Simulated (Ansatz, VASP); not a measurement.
# Two plane-wave programs on CdTe

File INCAR:

```
SYSTEM = CdTe
PREC = Accurate
ENCUT = 520
EDIFF = 1E-6
ISMEAR = -1
SIGMA = 0.05
LREAL = .False.
LASPH = .True.
NELM = 60
ALGO = Normal
ISIF = 2
LWAVE = .False.
LCHARG = .True.
GGA = RP
IVDW = 12
LELF = .True.
LVHAR = .True.
NBANDS = 16
```

KPOINTS

```
regular mesh
0
Gamma
  7 7 7
  0 0 0
```

File POSCAR:

```
CdTe
1.0
    0.0000000000      3.2678590959      3.2678590959
    3.2678590959      0.0000000000      3.2678590959
    3.2678590959      3.2678590959      0.0000000000
Te Cd
1 1
Direct
    0.7500000000      0.7500000000      0.7500000000
    0.0000000000      0.0000000000      0.0000000000
```

input.yaml

```yaml
crystal:
  lattice:
    - [0.0, 3.2678590959, 3.2678590959]
    - [3.2678590959, 0.0, 3.2678590959]
    - [3.2678590959, 3.2678590959, 0.0]
  atoms:
    - { symbol: Te, position: [0.75, 0.75, 0.75] }
    - { symbol: Cd, position: [0.0, 0.0, 0.0] }
hamiltonian:
  xc: rpbe
  pseudopotentials: { kind: paw }
  dispersion: d3bj
kpoints:
  mp_grid: { grid: [7, 7, 7] }
scf:
  occupations: { method: fermi_dirac, width: 0.05 }
output:
  forces: true
  stress: true
  eigenvalues: true
```

Alike in both runs: task single point; functional RPBE; dispersion D3(BJ); k mesh 7 × 7 × 7; occupations fermi-dirac, width 0.05 eV; no spin polarisation.

|  | VASP | Ansatz |
| --- | --- | --- |
| version | VASP 6.6.1 | Ansatz 0.2.0 |
| potentials or method | VASP PAW PBE potentials, release 64 (Te, Cd) | Ansatz PAW |
| plane-wave cutoff (eV) | 520 | 420 |
| valence electrons in the cell | 18 | 36 |

Ansatz gave:

- gap on the k mesh at the Fermi level (eV): 0.85
- least direct gap on the mesh (eV): 0.85
- pressure (GPa): -5.0

Task: What did VASP give for the same quantities?

Result: gap on the k mesh at the Fermi level (eV): 0.84; least direct gap on the mesh (eV): 0.84; pressure (GPa): -4.9.

VASP's potentials were made for PBE, not for RPBE. VASP's potentials hold 18 valence electrons a cell and Ansatz's 36, so a difference there can come from the potentials and not from the codes.

Neither program's run includes spin-orbit coupling. Noted on Ansatz's run: odd divisions of the mesh miss points on the zone boundary, where band edges often lie, so the gap on the mesh can be too wide.
